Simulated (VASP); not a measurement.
Runs of VASP 6.6.1 on InP. The structure is that of space group F-43m (No. 216), or close to it. The cells are those of the table. 

| task | cell | cutoff (eV) | gap on the mesh (eV) | pressure (GPa) |
| --- | --- | --- | --- | --- |
| relaxation of cell and atoms | relaxed from a = 4.144 Å, angles 60.0°, 2 atoms | 600 | 0.44 | 0.0 |
| relaxation of cell and atoms | relaxed to 10 GPa from a = 4.144 Å, angles 60.0°, 2 atoms | 600 | 1.12 | 10.0 |
| single point | a = 4.042 Å, angles 60.0°, 2 atoms | 520 | 1.12 | (a) |
| relaxation of cell and atoms | relaxed to 20 GPa from a = 4.144 Å, angles 60.0°, 2 atoms | 600 | 1.44 | 20.0 |
| single point | a = 4.116 Å, angles 60.0°, 2 atoms | 520 | 0.82 | 4.9 |
| relaxation of cell and atoms | relaxed to 5 GPa from a = 4.144 Å, angles 60.0°, 2 atoms | 600 | 0.83 | 5.0 |
| single point | a = 4.214 Å, angles 60.0°, 2 atoms | 520 | 0.44 | (b) |
| single point | a = 3.932 Å, angles 60.0°, 2 atoms | 520 | 1.44 | 19.8 |

Alike in all rows: level PBE; potentials or basis VASP PAW PBE potentials, release 64 (In_d, P); no spin polarisation; k mesh 6 × 6 × 6; smearing gaussian 0.01 eV.

Task: Estimate the missing entries.

Result: (a) 9.9; (b) -0.1.

Caveats: spin-orbit coupling is left out, which moves the levels of the heavy elements; the cell is relaxed towards a set pressure, so the enthalpy falls and the energy may rise (some runs).

A k mesh can miss the band edges, and the runs leave out spin-orbit coupling on In.
